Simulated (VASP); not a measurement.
Crystal: CsPbCl3.

```
Cs Pb Cl
1.0
     4.01412    2.31755    3.27732
    -4.01412    2.31755    3.27732
     0.00000   -4.63511    3.27732
Cs Pb Cl
1 1 3
Direct
  0.50000 0.50000 0.50000
  0.00000 0.00000 0.00000
  0.50000 0.00005 0.99995
  0.00005 0.99995 0.50000
  0.99995 0.50000 0.00005
```

Base run:

```yaml
Program: VASP 6.6.1
Functional: r2SCAN
Potentials_or_basis: VASP PAW PBE potentials, release 64 (Cs_sv, Pb_d, Cl)
Cutoff: 520 eV
k_mesh: 4 × 4 × 4
Occupations: gaussian, width 0.01 eV
Spin: no spin polarisation
```

Its results: band gap on the k mesh 2.48 eV; pressure 0.0 GPa.

Task: The run is repeated on the same cell with these changes: functional from r2SCAN to PBE; further incar settings from ALGO = Normal; EDIFF = 1e-07; NBANDS = 30 to ALGO = Normal; EDIFF = 1e-06; NBANDS = 30. What comes out?

Result: Band gap on the k mesh 2.10 eV; pressure 0.7 GPa.

Caveats: spin-orbit coupling is left out, which moves the levels of the heavy elements; the PAW data sets were made with another functional, which shifts forces and pressure a little (at least some runs).

A k mesh can miss the band edges.
